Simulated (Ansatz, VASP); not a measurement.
**Two plane-wave programs on InAs**

INCAR

```
PREC = Accurate ; ENCUT = 520
EDIFF = 1E-6 ; ISMEAR = 0
SIGMA = 0.15 ; LREAL = F
LASPH = T ; NELM = 80
ALGO = Normal ; ISIF = 2
LWAVE = F ; LCHARG = F
GGA = PS ; NBANDS = 16
```

KPOINTS

```
regular mesh
0
Gamma
  16 16 16
```

Contents of POSCAR:

```
InAs
1.0
    0.0000000000      3.0654298058      2.9428126135
    3.0654298058      0.0000000000      2.9428126135
    3.0654298058      3.0654298058      0.0000000000
In As
1 1
Direct
    0.0000000000      0.0000000000      0.0000000000
    0.7500000000      0.7500000000      0.7500000000
```

Input for Ansatz:

```yaml
crystal:
  lattice:
    - [0.0, 3.0654298058, 2.9428126135]
    - [3.0654298058, 0.0, 2.9428126135]
    - [3.0654298058, 3.0654298058, 0.0]
  atoms:
    - { symbol: In, position: [0.0, 0.0, 0.0] }
    - { symbol: As, position: [0.75, 0.75, 0.75] }
basis:
  ecutwfc: 420
kpoints:
  mp_grid: { grid: [16, 16, 16] }
hamiltonian:
  xc: pbesol
scf:
  occupations: { method: gaussian, width: 0.15 }
output:
  forces: true
  stress: true
  eigenvalues: true
```

Alike in both runs: task single point; functional PBEsol; k mesh 16 × 16 × 16; occupations gaussian, width 0.15 eV; no spin polarisation.

```csv
,VASP,Ansatz
version,VASP 6.6.1,Ansatz 0.2.0
potentials or method,"VASP PAW PBE potentials, release 64 (In_d, As), cutoff 520 eV","scalar-relativistic, plane waves, PAW"
valence electrons in the cell,18,28
```

```tsv
	VASP	Ansatz	Ansatz less VASP
gap on the k mesh at the Fermi level (eV)	none	none	-
pressure (GPa)	1.2	1.1	-0.09
traceless stress, the component that is largest in VASP (GPa)	0.85	0.85	+0.002
```

VASP's potentials were made for PBE, not for PBEsol. A gap of «none» marks a metal or a gap that the smearing closes. VASP's potentials hold 18 valence electrons a cell and Ansatz's 28, so a difference there can come from the potentials and not from the codes.
